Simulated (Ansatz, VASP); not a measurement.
# One calculation of Au, two programs

```
CELL_PARAMETERS angstrom
2.89030 0.00000 0.00000
-1.44515 2.50307 0.00000
0.00000 0.00000 4.86368
ATOMIC_POSITIONS crystal
Au 0.33333 0.66667 0.75000
Au 0.66667 0.33333 0.25000
```

Change from the starting cell: volume scaled by 0.99.

Alike in both runs: task single point; functional LDA; k mesh 14 × 14 × 8; occupations fermi-dirac, width 0.03 eV; no spin polarisation.

|  | VASP | Ansatz |
| --- | --- | --- |
| version | VASP 6.6.1 | Ansatz 0.2.0 |
| potentials or method | VASP PAW LDA potentials, release 64 (Au), cutoff 520 eV | all-electron LAPW, scalar-relativistic |

|  | VASP | Ansatz | Ansatz less VASP |
| --- | --- | --- | --- |
| pressure (GPa) | -9.0 | -9.4 | -0.42 |
| traceless stress, the component that is largest in VASP (GPa) | -0.13 | 0.00 | +0.128 |

LDA's correlation is that of Perdew and Zunger in VASP and of Perdew and Wang (1992) in Ansatz. Ansatz ran all-electron here, and VASP with PAW potentials.

Neither program's run includes spin-orbit coupling.
